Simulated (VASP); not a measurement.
A run of VASP 6.6.1 is set up as follows.

File INCAR:

```
SYSTEM = NaF
  PREC = Accurate
  ENCUT = 520
  EDIFF = 1E-6
  ISMEAR = 0
  SIGMA = 0.01
  LREAL = .FALSE.
  LASPH = .TRUE.
  NELM = 80
  ALGO = Normal
  ISIF = 2
  LWAVE = .FALSE.
  LCHARG = .FALSE.
  GGA = PE
  NBANDS = 14
```

Contents of KPOINTS:

```
Automatic mesh
0
G
  6 6 6
  0 0 0
```

File POSCAR:

```
NaF
1.0
    0.0000000000      2.2512247225      2.3152038601
    2.2512247225      0.0000000000      2.3152038601
    2.2512247225      2.2512247225      0.0000000000
Na F
1 1
Direct
    0.0000000000      0.0000000000      0.0000000000
    0.5000000000      0.5000000000      0.5000000000
```

Potentials or basis: VASP PAW PBE potentials, release 64 (Na_pv, F).

The run is started by

```sh
$ cat potpaw_PBE.64/Na_pv/POTCAR potpaw_PBE.64/F/POTCAR > POTCAR
$ mpirun -np 1 vasp_std > vasp.out
```

Task: Predict the band gap on the k mesh.

Result: 6.62 eV, direct.

Task: Estimate the pressure.

Result: 5.8 GPa.

Stress tensor (GPa, compression positive):
```
6.86 0.00 0.00
0.00 6.86 0.00
0.00 0.00 3.63
```

Caveat: the cell differs from its parent crystal (epitaxial xy strain -2.0%).
